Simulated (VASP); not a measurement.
# Li in VASP: a series of runs, part 2 of 2

VASP 6.6.1.

### 4 Single point, PBE

INCAR reads:

```
PREC = Accurate
ENCUT = 520
EDIFF = 1E-7
ISMEAR = -1
SIGMA = 0.05
LREAL = Auto
LASPH = T
NELM = 60
ALGO = Normal
ISIF = 2
LWAVE = F
LCHARG = F
GGA = PE
NBANDS = 40
```

KPOINTS reads:

```
Automatic mesh
0
Gamma
  3 3 1
```

POSCAR reads:

```
Li
1.0
    6.9800000000      0.0000000000      0.0000000000
    3.4900000000      4.9356050000      0.0000000000
    0.0000000000      0.0000000000     20.4034080000
Li
17
Direct
   -0.2499997467      0.4999994935      0.0490114201
    0.2500002533      0.4999994935      0.0490114201
   -0.2499994935      0.9999989870      0.0490114201
    0.2500005065      0.9999989870      0.0490114201
    0.0858113480     -0.0542587991      0.1478723554
    0.5863000487     -0.1563536790      0.1744953588
    0.0216429593      0.4579175197      0.1581108411
    0.5647962407      0.4533588081      0.1424026810
   -0.3206434461      0.5231780096      0.2650782654
    0.2829930800      0.4714923500      0.2604662907
   -0.1874035853      0.8683028727      0.3067036644
    0.1767601172      1.0438436625      0.2923286149
    0.2899534103     -0.4309096858      0.4208316571
    0.3882033307      0.0359429087      0.3875136938
   -0.1641109585      0.5130070174      0.4207336343
    0.8276870343      0.1192964186      0.4522381751
    0.3196651902      0.1053974133      0.5289606521
```

Potentials or basis: VASP PAW PBE potentials, release 64 (Li_sv).

Command:

```
$ cat potpaw_PBE.64/Li_sv/POTCAR > POTCAR
$ mpirun -np 1 vasp_std > vasp.out
```

OUTCAR:

```text
PREC = Accurate
   ENCUT = 520
   EDIFF = 1E-7
   ISMEAR = -1
   LREAL = Auto
   LASPH = T
   NELM = 60
   ISIF = 2
   GGA = PE

 ion  position               nearest neighbor table
   1  0.750  0.500  0.049-   8 2.41
   2  0.250  0.500  0.049-
   3  0.750  1.000  0.049-
   4  0.250  1.000  0.049-   5 2.43
   5  0.086  0.946  0.148-   4 2.43
   6  0.586  0.844  0.174-   9 2.48   8 2.53   7 2.57
   7  0.022  0.458  0.158-   6 2.57
   8  0.565  0.453  0.142-   1 2.41   6 2.53
   9  0.679  0.523  0.265-   6 2.48
  10  0.283  0.471  0.260-
  11  0.813  0.868  0.307-
  12  0.177  0.044  0.292-  14 2.42
  13  0.290  0.569  0.421-
  14  0.388  0.036  0.388-  12 2.42
  15  0.836  0.513  0.421-  16 2.50
  16  0.828  0.119  0.452-  15 2.50
  17  0.320  0.105  0.529-

  LATTYP: Found a base centered orthorhombic cell.
 ALAT       =     6.9800000000
 B/A-ratio  =     1.4142134670
 C/A-ratio  =     2.9231243553

[... 191 lines left out ...]

 val. band max:       -1.0374143229   @ k =   0.0000   0.0000   0.0000
 cond. band min:      -0.9844626326   @ k =   0.0000   0.0000   0.0000
 fundamental gap:      0.0529516903
 Fermi energy:        -1.0194640810

 k-point     1 :       0.0000    0.0000    0.0000
  band No.  band energies     occupation
      1     -49.3089      2.00000
      2     -48.4774      2.00000
      3     -48.1989      2.00000
      4     -48.1466      2.00000
      5     -48.0396      2.00000
      6     -48.0326      2.00000
[... 189 lines left out ...]
     36       1.0745      0.00000
     37       1.3124      0.00000
 [bands above 37 left out]

------------------------ aborting loop because EDIFF is reached ----------------------------------------

  FORCE on cell =-STRESS in cart. coord.  units (eV):
  Direction    XX          YY          ZZ          XY          YZ          ZX
  --------------------------------------------------------------------------------------
  -------------------------------------------------------------------------------------
  Total       -1.2868751     -2.6936250      0.2319933      1.0813345     -0.5136272      0.1727216
  in kB       -2.9332457     -6.1397288      0.5287952      2.4647458     -1.1707389      0.3936939
  external PRESSURE =      -2.8480598 kB  Pullay stress =       0.0000000 kB

 VOLUME and BASIS-vectors are now :
 -----------------------------------------------------------------------------
  energy-cutoff  :      520.00
  volume of cell :      702.91
      direct lattice vectors                 reciprocal lattice vectors
     6.980000000  0.000000000  0.000000000     0.143266476 -0.101304703  0.000000000
     3.490000000  4.935605000  0.000000000     0.000000000  0.202609407  0.000000000
     0.000000000  0.000000000 20.403408000     0.000000000  0.000000000  0.049011420

 POSITION                                       TOTAL-FORCE (eV/Angst)
 -----------------------------------------------------------------------------------
      6.98000      2.46780      1.00000         0.212699      0.059400     -0.446599
      3.49000      2.46780      1.00000        -0.014470      0.004151     -0.104799
      8.72500      4.93560      1.00000        -0.033283     -0.062794      0.023864
      5.23500      4.93560      1.00000         0.244309     -0.004655     -0.325284
      3.89960      4.66780      3.01710        -0.421098     -0.038807      0.620773
      7.03670      4.16391      3.56030         0.138620      1.079298     -0.206388
[... 9 lines left out ...]
      6.19360      0.58880      9.22720        -0.392708     -0.496540      0.023160
      2.59910      0.52020     10.79260        -0.022611     -0.011030     -0.273963
 -----------------------------------------------------------------------------------
    total drift:                                0.005916      0.012022     -0.004627

  FREE ENERGIE OF THE ION-ELECTRON SYSTEM (eV)
  ---------------------------------------------------
  free  energy   TOTEN  =       -28.6481749191 eV

  energy  without entropy=      -28.6021515999  energy(sigma->0) =      -28.62516326
```

OSZICAR:

```text
N       E                     dE             d eps       ncg     rms          rms(c)
DAV:   1     0.263981976935E+03    0.26398E+03   -0.24240E+04   448   0.111E+03
DAV:   2     0.459562725958E+02   -0.21803E+03   -0.20558E+03   440   0.302E+02
DAV:   3    -0.509037397376E+01   -0.51047E+02   -0.50231E+02   736   0.828E+01
[... 14 lines left out ...]
DAV:  18    -0.286481608588E+02   -0.73437E-04   -0.36432E-05   624   0.162E-02    0.385E-03
DAV:  19    -0.286481685310E+02   -0.76722E-05   -0.62871E-06   592   0.784E-03    0.269E-03
DAV:  20    -0.286481740343E+02   -0.55034E-05   -0.13799E-06   464   0.363E-03    0.909E-04
DAV:  21    -0.286481748547E+02   -0.82035E-06   -0.58349E-07   560   0.203E-03    0.520E-04
DAV:  22    -0.286481749191E+02   -0.64404E-07   -0.25857E-08   408   0.873E-04
   1 F= -.28648175E+02 E0= -.28625163E+02  d E =-.460233E-01
```

Wall time 6.1 min (1 thread of Oxide Virtual Turin-like, shared host); peak memory 0.7 GiB.

Results:

- Free energy: -28.6482 eV
- Largest force: 1.108 eV/Å

Forces in eV/Å, atoms in the order of the input:
```
Li   0.213  0.059 -0.447
Li  -0.014  0.004 -0.105
Li  -0.033 -0.063  0.024
Li   0.244 -0.005 -0.325
Li  -0.421 -0.039  0.621
Li   0.139  1.079 -0.206
Li   0.319 -0.186 -0.005
Li  -0.538 -0.506  0.280
Li  -0.109 -0.367  0.663
Li   0.070 -0.179  0.136
Li   0.120  0.246 -0.039
Li  -0.332  0.007 -0.508
Li   0.131  0.082 -0.103
Li   0.185  0.022  0.409
Li   0.443  0.351 -0.144
Li  -0.393 -0.497  0.023
Li  -0.023 -0.011 -0.274
```

Caveat: the k points lie up to 0.42 Å⁻¹ apart; the cutoff is under 1.25 times the usual one of these potentials, so pressure, stress and relaxed cells hold a basis-set (Pulay) error.
